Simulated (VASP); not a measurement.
# Sr (P-1) in VASP: electric field gradients with PBE

Aim: the electric field gradients of Sr with PBE.

All numbers are computed with VASP 6.6.1; they aren't measurements. Logs are shortened: lines on timing, memory, paths and dates and some standing lists are left out, and cuts for length are marked.

**1. The cell of the first run**

The typed cell holds 2 atoms: a = 4.310 Å, b = 4.338 Å, c = 7.050 Å, α = 90.31°, β = 90.86°, γ = 120.64°.

**2. Electric field gradients, PBE (equal xy, yz and zx shear strains of -1.5 %)**

Input file INCAR:

```
PREC = Accurate
ENCUT = 520
EDIFF = 1E-8
ISMEAR = -1
SIGMA = 0.08
LREAL = F
LASPH = T
NELM = 100
ALGO = Normal
ISIF = 2
LWAVE = F
LCHARG = F
GGA = PE
LEFG = T
NBANDS = 17
```

Input file KPOINTS:

```
regular mesh
0
Gamma
  10 10 5
```

Input file POSCAR:

```
Sr
1.0
    4.3100002207     -0.0323250017     -0.0323250017
   -2.1829943830      3.7487321822     -0.0118317718
   -0.0528750000     -0.0528750000      7.0500000000
Sr
2
Direct
    0.3333333333      0.6666666667      0.2500000000
    0.6666666667      0.3333333333      0.7500000000
```

Potentials or basis: VASP PAW PBE potentials, release 64 (Sr_sv).

On the command line:

```console
> cat potpaw_PBE.64/Sr_sv/POTCAR > POTCAR
> mpirun -np 1 vasp_std > vasp.out
```

OUTCAR:

```text
PREC = Accurate
   ENCUT = 520
   EDIFF = 1E-8
   ISMEAR = -1
   LREAL = F
   LASPH = T
   NELM = 100
   ISIF = 2
   GGA = PE

 ion  position               nearest neighbor table
   1  0.333  0.667  0.250-   2 4.26   2 4.28   2 4.31   2 4.34   2 4.35   2 4.35
   2  0.667  0.333  0.750-   1 4.26   1 4.28   1 4.31   1 4.34   1 4.35   1 4.35

  LATTYP: Found a triclinic cell.
 ALAT       =     4.2822641191
 B/A-ratio  =     1.0065335840
 C/A-ratio  =     1.6464179591
 COS(alpha) =     0.0149420690
 COS(beta)  =     0.0205446045
 COS(gamma) =     0.4902420347

  Lattice vectors:

 A1 = (   2.1270058377,   3.7164071805,  -0.0441567735)
 A2 = (   4.3100002207,  -0.0323250017,  -0.0323250017)
 A3 = (   0.0528750000,   0.0528750000,  -7.0500000000)

Analysis of symmetry for initial positions (statically):
=====================================================================
 Subroutine PRICEL returns:
 Original cell was already a primitive cell.

 Routine SETGRP: Setting up the symmetry group for a
 triclinic supercell.

 Subroutine GETGRP returns: Found  2 space group operations
 (whereof  2 operations were pure point group operations)
 out of a pool of  2 trial point group operations.

The static configuration has the point symmetry S_2 .

Analysis of symmetry for dynamics (positions and initial velocities):
=====================================================================
 Subroutine PRICEL returns:
 Original cell was already a primitive cell.

 Routine SETGRP: Setting up the symmetry group for a
 triclinic supercell.

 Subroutine GETGRP returns: Found  2 space group operations
 (whereof  2 operations were pure point group operations)
 out of a pool of  2 trial point group operations.

The dynamic configuration has the point symmetry S_2 .

 Subroutine INISYM returns: Found  2 space group operations
 (whereof  2 operations are pure point group operations),
 and found     1 'primitive' translations

----------------------------------------------------------------------------------------

                                     Primitive cell

[... 112 lines left out ...]
  Fermi-wavevector in a.u.,A,eV,Ry     =   0.918089  1.734936 11.468170  0.842887
  Thomas-Fermi vector in A             =   2.043131
   LORBIT       =      0    0 simple, 1 ext, 2 COOP (PROOUT), +10 PAW based schemes
   GGA     = PE    functional components
[... 5 lines left out ...]
 non-spin polarized calculation
  energy-cutoff  :      520.00
  volume of cell :      113.40
 maximum number of plane-waves:      3080
   NGX = 17   NGY = 17   NGZ = 27

 number of electron      20.0000000 magnetization

 Free energy of the ion-electron system (eV)
  ---------------------------------------------------
  ext. energy  EPLUGINS =         0.00000000
  ---------------------------------------------------
  free energy    TOTEN  =        -3.29255082 eV

  energy without entropy =       -3.23207461  energy(sigma->0) =       -3.26231272

 E-fermi :   1.4836     XC(G=0):  -7.2584

 val. band max:        1.4830777576   @ k =  -0.0000   0.2000   0.0000
 cond. band min:       1.4838648569   @ k =   0.2000  -0.0000  -0.0000
 fundamental gap:      0.0007870993
 Fermi energy:         1.4836084362

 k-point     1 :       0.0000    0.0000    0.0000
  band No.  band energies     occupation
      1     -35.1916      2.00000
      2     -35.1796      2.00000
      3     -17.2561      2.00000
      4     -17.1104      2.00000
      5     -17.1092      2.00000
      6     -17.0865      2.00000
[... 457 lines left out ...]
      4     -17.1772      2.00000
      5     -17.1631      2.00000
      6     -17.1289      2.00000
[... 9 lines left out ...]
     16       4.4872      0.00000
     17       4.6634      0.00000

 [... further k-points ...]
[... 5 lines left out ...]
  --------------------------------------------------------------------------------------
  -------------------------------------------------------------------------------------
  Total       -0.2268398     -0.2213558     -0.1339682      0.0899813      0.0583145      0.0582413
  in kB       -3.2050087     -3.1275258     -1.8928301      1.2713408      0.8239228      0.8228880
  external PRESSURE =      -2.7417882 kB  Pullay stress =       0.0000000 kB

 VOLUME and BASIS-vectors are now :
 -----------------------------------------------------------------------------
  energy-cutoff  :      520.00
  volume of cell :      113.40
      direct lattice vectors                 reciprocal lattice vectors
     4.310000221 -0.032325002 -0.032325002     0.233057228  0.135724645  0.002765864
    -2.182994383  3.748732182 -0.011831772     0.002024753  0.267942315  0.002024753
    -0.052875000 -0.052875000  7.050000000     0.001071990  0.001071990  0.141860051

 POSITION                                       TOTAL-FORCE (eV/Angst)
 -----------------------------------------------------------------------------------
     -0.03188      2.47516      1.74384         0.013910      0.000016      0.001149
      2.10601      1.18837      5.26201        -0.013910     -0.000016     -0.001149
 -----------------------------------------------------------------------------------
    total drift:                                0.000000      0.000000      0.000000

  FREE ENERGIE OF THE ION-ELECTRON SYSTEM (eV)
  ---------------------------------------------------
  free  energy   TOTEN  =        -3.2925508186 eV

  energy  without entropy=       -3.2320746129  energy(sigma->0) =       -3.26231272

 Electric field gradients (V/A^2)
---------------------------------------------------------------------
 ion       V_xx      V_yy      V_zz      V_xy      V_xz      V_yz
---------------------------------------------------------------------
   1       2.235     2.249    -4.483     1.097     0.961     0.955
   2       2.235     2.249    -4.483     1.097     0.961     0.955
---------------------------------------------------------------------

 Electric field gradients after diagonalization (V/A^2)
 (convention: |V_zz| > |V_xx| > |V_yy|)
----------------------------------------------------------------------
 ion       V_xx      V_yy      V_zz     asymmetry (V_yy - V_xx)/ V_zz
----------------------------------------------------------------------
   1       3.566     1.145    -4.711       0.514
   2       3.566     1.145    -4.711       0.514
----------------------------------------------------------------------

           NMR quadrupolar parameters

 Cq : quadrupolar parameter    Cq=e*Q*V_zz/h
 eta: asymmetry parameters     (V_yy - V_xx)/ V_zz
 Q  : nuclear electric quadrupole moment in mb (millibarn)
----------------------------------------------------------------------
 ion       Cq(MHz)       eta       Q (mb)
----------------------------------------------------------------------
   1      -0.011       0.514       1.000
   2      -0.011       0.514       1.000
----------------------------------------------------------------------
```

OSZICAR:

```text
N       E                     dE             d eps       ncg     rms          rms(c)
DAV:   1     0.108271150691E+03    0.10827E+03   -0.93406E+03  8568   0.983E+02
DAV:   2     0.536990292542E+01   -0.10290E+03   -0.10127E+03 10896   0.228E+02
DAV:   3    -0.306781719707E+01   -0.84377E+01   -0.84090E+01 15528   0.465E+01
DAV:   4    -0.328161491187E+01   -0.21380E+00   -0.21348E+00 11863   0.664E+00
DAV:   5    -0.328643775889E+01   -0.48228E-02   -0.48222E-02 13876   0.779E-01    0.157E+01
DAV:   6    -0.328977917313E+01   -0.33414E-02   -0.14223E-02 11524   0.122E+00    0.886E+00
DAV:   7    -0.329238099966E+01   -0.26018E-02   -0.24065E-02 10453   0.158E+00    0.438E-01
DAV:   8    -0.329246500774E+01   -0.84008E-04   -0.31621E-03 13941   0.283E-01    0.150E-01
DAV:   9    -0.329252028220E+01   -0.55274E-04   -0.12396E-04 12070   0.602E-02    0.453E-02
DAV:  10    -0.329255257135E+01   -0.32289E-04   -0.17567E-05 11404   0.312E-02    0.240E-02
DAV:  11    -0.329255148073E+01    0.10906E-05   -0.84370E-07 14168   0.622E-03    0.395E-03
DAV:  12    -0.329255052875E+01    0.95198E-06   -0.38592E-07 11431   0.375E-03    0.121E-03
DAV:  13    -0.329255083014E+01   -0.30139E-06   -0.30301E-08 11544   0.112E-03    0.244E-04
DAV:  14    -0.329255081912E+01    0.11016E-07   -0.16370E-09  8030   0.283E-04    0.481E-04
DAV:  15    -0.329255081860E+01    0.52296E-09   -0.33659E-10  6744   0.126E-04
   1 F= -.32925508E+01 E0= -.32623127E+01  d E =-.604762E-01
```

stdout:

```text
POSCAR found type information on POSCAR Sr
 POSCAR found :  1 types and       2 ions
 scaLAPACK will be used
 LDA part: xc-table for (Slater+PW92), standard interpolation
 POSCAR, INCAR and KPOINTS ok, starting setup
 FFT: planning ... GRIDC
 FFT: planning ... GRID_SOFT
 FFT: planning ... GRID
 WAVECAR not read
 entering main loop
ion   1
     0.0000516    -0.0139584    -0.0114611     0.1189003    -0.0116614    -0.0004179
     0.0000711    -0.0139584    -0.0114611     0.1189003    -0.0116614    -0.0004179
     0.0000979    -0.0139584    -0.0114611     0.1189003    -0.0116614    -0.0004179
     0.0001348    -0.0139584    -0.0114611     0.1189003    -0.0116614    -0.0004179

     0.0000516    -0.9808215    -0.8632365     3.5821342    -0.8687769     0.0056161
     0.0000711    -0.9807804    -0.8632040     3.5820114    -0.8687442     0.0056156
     0.0000979    -0.9807138    -0.8631515     3.5818133    -0.8686913     0.0056149
     0.0001348    -0.9806066    -0.8630672     3.5814951    -0.8686065     0.0056137

ion   2
     0.0000516    -0.0139584    -0.0114611     0.1189003    -0.0116614    -0.0004179
     0.0000711    -0.0139584    -0.0114611     0.1189003    -0.0116614    -0.0004179
     0.0000979    -0.0139584    -0.0114611     0.1189003    -0.0116614    -0.0004179
     0.0001348    -0.0139584    -0.0114611     0.1189003    -0.0116614    -0.0004179

     0.0000516    -0.9808215    -0.8632365     3.5821342    -0.8687769     0.0056161
     0.0000711    -0.9807804    -0.8632040     3.5820114    -0.8687442     0.0056156
     0.0000979    -0.9807138    -0.8631515     3.5818133    -0.8686913     0.0056149
     0.0001348    -0.9806066    -0.8630672     3.5814951    -0.8686065     0.0056137
```

Run time: 5.8 min. Hardware: 1 thread of Intel Xeon Platinum 8175M at 2.50GHz (Skylake/Cascade Lake), shared host; peak memory 0.53 GiB.

What came out:

- Free energy: -3.2926 eV
- Pressure: -0.3 GPa
- Largest force: 0.014 eV/Å
- Band gap on the k mesh: zero (bands 10 and 11 overlap by 0.15 eV)
- Largest electric field gradient by atom: Sr -4.7 V/Å²

Forces in eV/Å, atoms in the order of the input:
```
Sr   0.014  0.000  0.001
Sr  -0.014  0.000 -0.001
```

Stress tensor (GPa, compression positive):
```
-0.32  0.13  0.08
 0.13 -0.31  0.08
 0.08  0.08 -0.19
```

Levels at points of the mesh, in eV from the Fermi level:
```tsv
k point	band 7	band 8	band 9	band 10	band 11	band 12	band 13	band 14
(0.00, 0.00, 0.00)	-18.57	-18.56	-3.60	-1.12	0.02	2.20	2.27	2.34
(0.50, 0.00, 0.00)	-18.61	-18.60	-1.08	-0.52	0.10	0.26	1.29	1.88
(0.00, 0.50, 0.00)	-18.61	-18.59	-1.11	-0.55	0.09	0.26	1.28	1.84
(0.50, 0.50, 0.00)	-18.60	-18.59	-1.14	-0.57	0.09	0.26	1.26	1.80
```

Electric field gradients, principal values (V/Å²):
```
atom  least  middle  greatest (by size)
1 Sr  1.145   3.566              -4.711
2 Sr  1.145   3.566              -4.711
```

Caveat: the cell differs from its parent crystal (equal xy, yz and zx shear strains of -1.5 %); without QUAD_EFG the Cq values of the log hold for a quadrupole moment of 1 mb, not for the nuclei.
